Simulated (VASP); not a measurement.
Here is a VASP 6.6.1 calculation.

Contents of INCAR:

```
SYSTEM = Sb
PREC = Accurate
ENCUT = 400
EDIFF = 1E-8
ISMEAR = -1
SIGMA = 0.05
LREAL = .FALSE.
LASPH = .TRUE.
NELM = 120
ALGO = Normal
ISIF = 2
LWAVE = .FALSE.
LCHARG = .FALSE.
GGA = PS
LEFG = .TRUE.
NBANDS = 8
GGA_COMPAT = .FALSE.
```

File KPOINTS:

```
Automatic mesh
0
G
  19 19 19
  0 0 0
```

Contents of POSCAR:

```
Sb
1.0
   -1.4850750000      1.5098750000      2.4800000000
    1.5098750000     -1.4850750000      2.4800000000
    1.5001250000      1.5001250000     -2.4649500000
Sb
1
Direct
    0.0000000000      0.0000000000      0.0000000000
```

Potentials or basis: VASP PAW PBE potentials, release 64 (Sb).

Launch:

```sh
$ cat potpaw_PBE.64/Sb/POTCAR > POTCAR
$ mpirun -np 1 vasp_std > vasp.out
```

(1) Estimate the band gap on the k mesh.

(2) Estimate the pressure.

## Answers

(1) zero (an odd number of electrons rules out a gap without spin polarisation).

(2) 15.4 GPa.

Caveat: the cell differs from its parent crystal (equal xy, yz and zx shear strains of +1 %); the cell stands under pressure; without QUAD_EFG the Cq values of the log hold for a quadrupole moment of 1 mb, not for the nuclei; the PAW data sets were made with another functional, which shifts forces and pressure a little; spin-orbit coupling is left out, which moves the levels of the heavy elements; an odd number of electrons without spin polarisation forces a metal; a magnetic or distorted state may lie lower.
